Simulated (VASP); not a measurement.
# AgCl (R-3m) in VASP: notebook

The runs below take AgCl through electric field gradients, with PBEsol.

All numbers are computed with VASP 6.6.1; they aren't measurements. Logs are shortened: lines on timing, memory, paths and dates and some standing lists are left out, and cuts for length are marked.

## 1. The cell of the first run

The structure is trigonal, space group R-3m (No. 166). Conventional cell: a = 3.961 Å, b = 3.961 Å, c = 9.414 Å, α = 90.00°, β = 90.00°, γ = 120.00°. Within 3.7 Å of Ag (site symmetry -3m) lie 6 Cl at 2.77 Å. Within 3.7 Å of Cl (site symmetry -3m) lie 6 Ag at 2.77 Å.

## 2. Electric field gradients, PBEsol (equal xy, yz and zx shear strains of -2 %)

Contents of INCAR:

```
  ALGO = Normal
  EDIFF = 1E-8
  ENCUT = 520
  GGA = PS
  ISIF = 2
  ISMEAR = -1
  LASPH = T
  LCHARG = F
  LEFG = T
  LREAL = F
  LWAVE = F
  NBANDS = 16
  NELM = 80
  PREC = Accurate
  SIGMA = 0.01
```

Contents of KPOINTS:

```
k-points
0
Gamma
  9 9 9
```

Contents of POSCAR:

```
AgCl
1.0
   -0.0554630000      2.7454185000      2.7454185000
    2.7454185000     -0.0554630000      2.7454185000
    2.7454185000      2.7454185000     -0.0554630000
Ag Cl
1 1
Direct
    0.5000000000      0.5000000000      0.5000000000
    0.0000000000      0.0000000000      0.0000000000
```

Potentials or basis: VASP PAW PBE potentials, release 64 (Ag, Cl).

The run is started by

```
cat potpaw_PBE.64/Ag/POTCAR potpaw_PBE.64/Cl/POTCAR > POTCAR
mpirun -np 1 vasp_std > vasp.out
```

OUTCAR:

```text
EDIFF = 1E-8
   ENCUT = 520
   GGA = PS
   ISIF = 2
   ISMEAR = -1
   LASPH = T
   LREAL = F
   NELM = 80
   PREC = Accurate

 ion  position               nearest neighbor table
   1  0.500  0.500  0.500-   2 2.77   2 2.77   2 2.77   2 2.77   2 2.77   2 2.77
   2  0.000  0.000  0.000-   1 2.77   1 2.77   1 2.77   1 2.77   1 2.77   1 2.77

  LATTYP: Found a trigonal (rhomboedric) cell.
 ALAT       =     3.8830042010
 COS(alpha) =     0.4797000918

  Lattice vectors:

 A1 = (  -0.0554630000,   2.7454185000,   2.7454185000)
 A2 = (   2.7454185000,  -0.0554630000,   2.7454185000)
 A3 = (   2.7454185000,   2.7454185000,  -0.0554630000)

Analysis of symmetry for initial positions (statically):
=====================================================================
 Subroutine PRICEL returns:
 Original cell was already a primitive cell.

 Routine SETGRP: Setting up the symmetry group for a
 trigonal (rhombohedral) supercell.

 Subroutine GETGRP returns: Found 12 space group operations
 (whereof 12 operations were pure point group operations)
 out of a pool of 12 trial point group operations.

The static configuration has the point symmetry D_3d.

Analysis of symmetry for dynamics (positions and initial velocities):
=====================================================================
 Subroutine PRICEL returns:
 Original cell was already a primitive cell.

 Routine SETGRP: Setting up the symmetry group for a
 trigonal (rhombohedral) supercell.

 Subroutine GETGRP returns: Found 12 space group operations
 (whereof 12 operations were pure point group operations)
 out of a pool of 12 trial point group operations.

The dynamic configuration has the point symmetry D_3d.

 Subroutine INISYM returns: Found 12 space group operations
 (whereof 12 operations are pure point group operations),
 and found     1 'primitive' translations

----------------------------------------------------------------------------------------

                                     Primitive cell

  volume of cell :      42.6402

  direct lattice vectors                    reciprocal lattice vectors
    -0.055463000  2.745418500  2.745418500    -0.176693644  0.180336812  0.180336812
     2.745418500 -0.055463000  2.745418500     0.180336812 -0.176693644  0.180336812
     2.745418500  2.745418500 -0.055463000     0.180336812  0.180336812 -0.176693644

  length of vectors
     3.883004201  3.883004201  3.883004201     0.310263397  0.310263397  0.310263397

  position of ions in fractional coordinates (direct lattice)
     0.500000000  0.500000000  0.500000000
     0.000000000  0.000000000  0.000000000

  ion indices of the primitive-cell ions
   primitive index   ion index
                 1           1
                 2           2

----------------------------------------------------------------------------------------

 KPOINTS: k-points

Automatic generation of k-mesh.
 Grid dimensions read from file:
 generate k-points for:    9    9    9

 Generating k-lattice:

  Cartesian coordinates                     Fractional coordinates (reciprocal lattice)
    -0.019632627  0.020037424  0.020037424     0.111111111  0.000000000  0.000000000
     0.020037424 -0.019632627  0.020037424     0.000000000  0.111111111  0.000000000
     0.020037424  0.020037424 -0.019632627     0.000000000  0.000000000  0.111111111

  Length of vectors
     0.034473711  0.034473711  0.034473711

  Shift w.r.t. Gamma in fractional coordinates (k-lattice)
     0.000000000  0.000000000  0.000000000

 Subroutine IBZKPT returns following result:
 ===========================================

 Found     85 irreducible k-points:

 Following reciprocal coordinates:
            Coordinates               Weight
  0.000000  0.000000  0.000000      1.000000
  0.111111 -0.000000  0.000000      6.000000
  0.222222  0.000000  0.000000      6.000000
  0.333333 -0.000000  0.000000      6.000000
  0.444444  0.000000  0.000000      6.000000
  0.111111  0.111111  0.000000      6.000000
[... 16 lines left out ...]
 -0.333333  0.333333  0.000000      6.000000
  0.444444  0.444444  0.000000      6.000000
 [... further k-points ...]
   k-points           NKPTS =     85   k-points in BZ     NKDIM =     85   number of bands    NBANDS=     16
   number of dos      NEDOS =    301   number of ions     NIONS =      2
   total plane-waves  NPLWV =  27000
   dimension x,y,z NGX =    30 NGY =   30 NGZ =   30
   dimension x,y,z NGXF=    60 NGYF=   60 NGZF=   60
   ions per type =               1   1
   NGX,Y,Z   is equivalent  to a cutoff of  12.84, 12.84, 12.84 a.u.
   NGXF,Y,Z  is equivalent  to a cutoff of  25.69, 25.69, 25.69 a.u.
 SYSTEM =  unknown system
   PREC   = accura    normal or accurate (medium, high low for compatibility)
   ISTART =      0    job   : 0-new  1-cont  2-samecut
   ICHARG =      2    charge: 1-file 2-atom 10-const
   ISPIN  =      1    spin polarized calculation?
   LNONCOLLINEAR =      F non collinear calculations
   LSORBIT =      F    spin-orbit coupling
   LASPH  =      T    aspherical Exc in radial PAW
   ENCUT  =  520.0 eV  38.22 Ry    6.18 a.u.   7.22  7.22  7.22*2*pi/ulx,y,z
   NELM   =     80;   NELMIN=  2; NELMDL= -5     # of ELM steps
   EDIFF  = 0.1E-07   stopping-criterion for ELM
   LREAL  =      F    real-space projection
   EDIFFG = 0.1E-06   stopping-criterion for IOM
   NSW    =      0    number of steps for IOM
   IBRION =     -1    ionic relax: 0-MD 1-quasi-New 2-CG
   NFREE  =      0    steps in history (QN), initial steepest desc. (CG)
   ISIF   =      2    stress and relaxation
   ISYM   =      2    0-nonsym 1-usesym 2-fastsym
   POTIM  = 0.5000    time-step for ionic-motion
   TEBEG  =    0.0;   TEEND  =   0.0 temperature during run
   PSTRESS=    0.0 pullay stress
   NELECT =      18.0000    total number of electrons
   NUPDOWN=      -1.0000    fix difference up-down
   EMIN   =  10.00;   EMAX   =-10.00  energy-range for DOS
   EFERMI =   0.00;   METHOD = LEGACY
   ISMEAR =    -1;   SIGMA  =   0.01  broadening in eV -4-tet -1-fermi 0-gaus
   EFERMI_NEDOS =   21; number of points for ismear=-14 and -15
   IALGO  =     38    algorithm
   IMIX   =      4    mixing-type and parameters
     AMIX     =   0.40;   BMIX     =  1.00
     AMIX_MAG =   1.60;   BMIX_MAG =  1.00
  volume/ion in A,a.u.               =      21.32       143.88
  Fermi-wavevector in a.u.,A,eV,Ry     =   1.228078  2.320731 20.519982  1.508176
  Thomas-Fermi vector in A             =   2.363017
   LORBIT       =      0    0 simple, 1 ext, 2 COOP (PROOUT), +10 PAW based schemes
   GGA     = PS    functional components
   LHFCALC =     F    Hartree Fock is set to
   AEXX    =    0.0000 exact exchange contribution
   IVDW    =     0    specifies the selected vdW correction
   LEPSILON=     F    determine dielectric tensor
   LRPA    =     F    only Hartree local field effects (RPA)
 non-spin polarized calculation
  energy-cutoff  :      520.00
  volume of cell :       42.64
 maximum number of plane-waves:      1175
 NGX is ok and might be reduce to    30
   NGX = 15   NGY = 15   NGZ = 15

 number of electron      18.0000000 magnetization

 Free energy of the ion-electron system (eV)
  ---------------------------------------------------
  ext. energy  EPLUGINS =         0.00000000
  ---------------------------------------------------
  free energy    TOTEN  =        -6.04048592 eV

  energy without entropy =       -6.04048592  energy(sigma->0) =       -6.04048592

 E-fermi :   3.9100     XC(G=0): -10.2178

 val. band max:        3.6891747023   @ k =   0.4444   0.4444   0.4444
 cond. band min:       4.4428397690   @ k =   0.0000   0.0000   0.0000
 fundamental gap:      0.7536650667
 Fermi energy:         3.9099767792

 k-point     1 :       0.0000    0.0000    0.0000
  band No.  band energies     occupation
      1     -11.4266      2.00000
      2       1.2186      2.00000
      3       1.2186      2.00000
      4       1.2709      2.00000
      5       1.2839      2.00000
      6       1.2839      2.00000
[... 8 lines left out ...]
     15      16.8079      0.00000
     16      16.8079      0.00000

 k-point     2 :       0.1111   -0.0000    0.0000
  band No.  band energies     occupation
      1     -11.3785      2.00000
      2       0.6125      2.00000
      3       0.6416      2.00000
      4       0.7222      2.00000
      5       1.2760      2.00000
      6       1.3042      2.00000
[... 8 lines left out ...]
     15      15.8069      0.00000
     16      16.3257      0.00000
[... 387 lines left out ...]
      5       1.4770      2.00000
      6       1.6332      2.00000
[... 8 lines left out ...]
     15      16.8044      0.00000
     16      19.8962      0.00000

 k-point    24 :       0.4444    0.4444    0.0000
  band No.  band energies     occupation
      1     -10.9651      2.00000
      2      -0.7372      2.00000
      3       0.5541      2.00000
      4       0.6854      2.00000
      5       0.9098      2.00000
      6       1.4660      2.00000
[... 8 lines left out ...]
     15      19.0110      0.00000
     16      19.0809      0.00000

 [... further k-points ...]
[... 5 lines left out ...]
  --------------------------------------------------------------------------------------
  -------------------------------------------------------------------------------------
  Total       -0.7315764     -0.7315764     -0.7315764      0.0341913      0.0341913      0.0341913
  in kB      -27.4885190    -27.4885190    -27.4885190      1.2847168      1.2847168      1.2847168
  external PRESSURE =     -27.4885190 kB  Pullay stress =       0.0000000 kB

 VOLUME and BASIS-vectors are now :
 -----------------------------------------------------------------------------
  energy-cutoff  :      520.00
  volume of cell :       42.64
      direct lattice vectors                 reciprocal lattice vectors
    -0.055463000  2.745418500  2.745418500    -0.176693644  0.180336812  0.180336812
     2.745418500 -0.055463000  2.745418500     0.180336812 -0.176693644  0.180336812
     2.745418500  2.745418500 -0.055463000     0.180336812  0.180336812 -0.176693644

 POSITION                                       TOTAL-FORCE (eV/Angst)
 -----------------------------------------------------------------------------------
      2.71769      2.71769      2.71769        -0.000000      0.000000     -0.000000
      0.00000      0.00000      0.00000         0.000000     -0.000000      0.000000
 -----------------------------------------------------------------------------------
    total drift:                                0.000000      0.000000      0.000000

  FREE ENERGIE OF THE ION-ELECTRON SYSTEM (eV)
  ---------------------------------------------------
  free  energy   TOTEN  =        -6.0404859211 eV

  energy  without entropy=       -6.0404859211  energy(sigma->0) =       -6.04048592

 Electric field gradients (V/A^2)
---------------------------------------------------------------------
 ion       V_xx      V_yy      V_zz      V_xy      V_xz      V_yz
---------------------------------------------------------------------
   1       0.000    -0.000    -0.000     2.180     2.180     2.180
   2      -0.000    -0.000     0.000    -4.383    -4.383    -4.383
---------------------------------------------------------------------

 Electric field gradients after diagonalization (V/A^2)
 (convention: |V_zz| > |V_xx| > |V_yy|)
----------------------------------------------------------------------
 ion       V_xx      V_yy      V_zz     asymmetry (V_yy - V_xx)/ V_zz
----------------------------------------------------------------------
   1      -2.180    -2.180     4.360       0.000
   2       4.383     4.383    -8.766       0.000
----------------------------------------------------------------------

           NMR quadrupolar parameters

 Cq : quadrupolar parameter    Cq=e*Q*V_zz/h
 eta: asymmetry parameters     (V_yy - V_xx)/ V_zz
 Q  : nuclear electric quadrupole moment in mb (millibarn)
----------------------------------------------------------------------
 ion       Cq(MHz)       eta       Q (mb)
----------------------------------------------------------------------
   1       0.011       0.000       1.000
   2      -0.021       0.000       1.000
----------------------------------------------------------------------
```

It took 49 s on 1 thread of Intel Xeon Platinum 8488C (Sapphire Rapids), shared host; peak memory 0.2 GiB.

Results:

| Property | Result |
| --- | --- |
| Free energy | -6.0405 eV |
| Pressure | -2.7 GPa |
| Band gap on the k mesh | 0.75 eV, indirect (least direct gap 2.96 eV) |

Levels at points of the mesh, in eV from the valence-band top:
```
           k point  band 7  band 8  band 9  band 10  band 11  band 12
(0.00, 0.00, 0.00)   -2.35   -2.35   -2.22     0.75    10.65    10.65
```

Electric field gradients, principal values (V/Å²):
```csv
atom,least,middle,greatest (by size)
1 Ag,-2.180,-2.180,4.360
2 Cl,4.383,4.383,-8.766
```

Caveat: the cell differs from its parent crystal (equal xy, yz and zx shear strains of -2 %); without QUAD_EFG the Cq values of the log hold for a quadrupole moment of 1 mb, not for the nuclei; the PAW data sets were made with another functional, which shifts forces and pressure a little. A k mesh can miss the band edges.

## 3. Electric field gradients, PBEsol (equal xy, yz and zx shear strains of -1 %)

Contents of INCAR:

```
PREC = Accurate ; ENCUT = 520
EDIFF = 1E-8 ; ISMEAR = -1
SIGMA = 0.01 ; LREAL = False
LASPH = True ; NELM = 60
ALGO = Normal ; ISIF = 2
LWAVE = False ; LCHARG = False
GGA = PS ; LEFG = True
NBANDS = 16
```

Contents of KPOINTS:

```
regular mesh
0
Gamma
  9 9 9
```

Contents of POSCAR:

```
AgCl
1.0
   -0.0277315000      2.7592842500      2.7592842500
    2.7592842500     -0.0277315000      2.7592842500
    2.7592842500      2.7592842500     -0.0277315000
Ag Cl
1 1
Direct
    0.5000000000      0.5000000000      0.5000000000
    0.0000000000      0.0000000000      0.0000000000
```

Potentials or basis: VASP PAW PBE potentials, release 64 (Ag, Cl).

The run is started by

```
cat potpaw_PBE.64/Ag/POTCAR potpaw_PBE.64/Cl/POTCAR > POTCAR
mpirun -np 1 vasp_std > vasp.out
```

OUTCAR:

```text
PREC = Accurate
   ENCUT = 520
   EDIFF = 1E-8
   ISMEAR = -1
   LREAL = False
   LASPH = True
   NELM = 60
   ISIF = 2
   GGA = PS

 ion  position               nearest neighbor table
   1  0.500  0.500  0.500-   2 2.77   2 2.77   2 2.77   2 2.77   2 2.77   2 2.77
   2  0.000  0.000  0.000-   1 2.77   1 2.77   1 2.77   1 2.77   1 2.77   1 2.77

  LATTYP: Found a trigonal (rhomboedric) cell.
 ALAT       =     3.9023157459
 COS(alpha) =     0.4899250057

  Lattice vectors:

 A1 = (  -0.0277315000,   2.7592842500,   2.7592842500)
 A2 = (   2.7592842500,  -0.0277315000,   2.7592842500)
[... 669 lines left out ...]
  free  energy   TOTEN  =        -6.0410953046 eV

  energy  without entropy=       -6.0410953046  energy(sigma->0) =       -6.04109530

 Electric field gradients (V/A^2)
---------------------------------------------------------------------
 ion       V_xx      V_yy      V_zz      V_xy      V_xz      V_yz
---------------------------------------------------------------------
   1       0.000    -0.000     0.000     1.089     1.089     1.089
   2      -0.000    -0.000    -0.000    -2.211    -2.211    -2.211
---------------------------------------------------------------------

 Electric field gradients after diagonalization (V/A^2)
 (convention: |V_zz| > |V_xx| > |V_yy|)
----------------------------------------------------------------------
 ion       V_xx      V_yy      V_zz     asymmetry (V_yy - V_xx)/ V_zz
----------------------------------------------------------------------
   1      -1.089    -1.089     2.179       0.000
   2       2.211     2.211    -4.421       0.000
----------------------------------------------------------------------

           NMR quadrupolar parameters

 Cq : quadrupolar parameter    Cq=e*Q*V_zz/h
 eta: asymmetry parameters     (V_yy - V_xx)/ V_zz
 Q  : nuclear electric quadrupole moment in mb (millibarn)
----------------------------------------------------------------------
 ion       Cq(MHz)       eta       Q (mb)
----------------------------------------------------------------------
   1       0.005       0.000       1.000
   2      -0.011       0.000       1.000
----------------------------------------------------------------------
```

stdout:

```text
POSCAR found type information on POSCAR AgCl
 POSCAR found :  2 types and       2 ions
 scaLAPACK will be used
 -----------------------------------------------------------------------------
|                                                                             |
|                                                                             |
|     You enforced a specific xc type in the INCAR file but a different       |
|     I HOPE YOU KNOW WHAT YOU ARE DOING!                                     |
|                                                                             |
 -----------------------------------------------------------------------------

 LDA part: xc-table for (Slater+PW92), standard interpolation
 POSCAR, INCAR and KPOINTS ok, starting setup
 FFT: planning ... GRIDC
 FFT: planning ... GRID_SOFT
 FFT: planning ... GRID
 WAVECAR not read
 entering main loop
ion   1

ion   2
```

Run time: 55 s. Hardware: 1 thread of Intel Xeon Platinum 8488C (Sapphire Rapids), shared host; peak memory 0.2 GiB.

What came out:

| Property | Result |
| --- | --- |
| Free energy | -6.0411 eV |
| Pressure | -2.7 GPa |
| Band gap on the k mesh | 0.77 eV, indirect (least direct gap 2.98 eV) |

Stress tensor (GPa, compression positive):
```
-2.74  0.06  0.06
 0.06 -2.74  0.06
 0.06  0.06 -2.74
```

Electric field gradients, principal values (V/Å²):
```tsv
atom	least	middle	greatest (by size)
1 Ag	-1.089	-1.089	2.179
2 Cl	2.211	2.211	-4.421
```

Caveat: the cell differs from its parent crystal (equal xy, yz and zx shear strains of -1 %); without QUAD_EFG the Cq values of the log hold for a quadrupole moment of 1 mb, not for the nuclei; the PAW data sets were made with another functional, which shifts forces and pressure a little. A k mesh can miss the band edges.

(Part 1 of 2 ends here.)
